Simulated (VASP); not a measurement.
Set up this calculation in VASP 6.6.1, as the native input.

```yaml
Task: single point
Functional: PBEsol
Potentials_or_basis: VASP PAW PBE potentials, release 64 (Mg, H)
Cutoff: 520 eV
k_mesh: 8 × 5 × 1
Occupations: gaussian, width 0.1 eV
Spin: no spin polarisation
Dipole_correction: yes
Further_INCAR_settings: ALGO = Normal; EDIFF = 1e-06; NBANDS = 12
```

The structure of Mg4H lies in POSCAR:

```
Mg4H
1.0
    3.1881999939      0.0000000000      0.0000000000
    0.0000000000      5.1084658709      0.0000000000
    0.0000000000      0.0000000000     19.1358427726
Mg H
4 1
Direct
    0.0000000000      0.7500000000      0.2090318178
    0.5000000000      0.2500000000      0.2571276385
    0.5000000000      0.7500000000      0.3576109084
    0.0000000000      0.2500000000      0.3990335238
    0.0000000000      0.5000000000      0.4595355419
```

One way to write it, as run:

INCAR

```
ALGO = Normal
DIPOL = 0.5 0.5 0.336
EDIFF = 1E-6
ENCUT = 520
GGA = PS
IDIPOL = 3
ISIF = 2
ISMEAR = 0
LASPH = True
LCHARG = True
LDIPOL = True
LELF = True
LREAL = False
LVACPOTAV = True
LVHAR = True
LWAVE = False
NBANDS = 12
NELM = 100
PREC = Accurate
SIGMA = 0.1
```

KPOINTS

```
k-points
0
Gamma
  8 5 1
```

Potentials or basis: VASP PAW PBE potentials, release 64 (Mg, H).

Command:

```sh
$ cat potpaw_PBE.64/Mg/POTCAR potpaw_PBE.64/H/POTCAR > POTCAR
$ mpirun -np 1 vasp_std > vasp.out
```

It gave:

The largest force is 0.704 eV/Å and the band gap on the k mesh is zero (an odd number of electrons rules out a gap without spin polarisation).

Caveat: the PAW data sets were made with another functional, which shifts forces and pressure a little.

Run time: 86 s on 1 thread of Intel(R) Xeon(R) Platinum 8559C (Emerald Rapids) (shared host), peak memory 0.35 GiB.
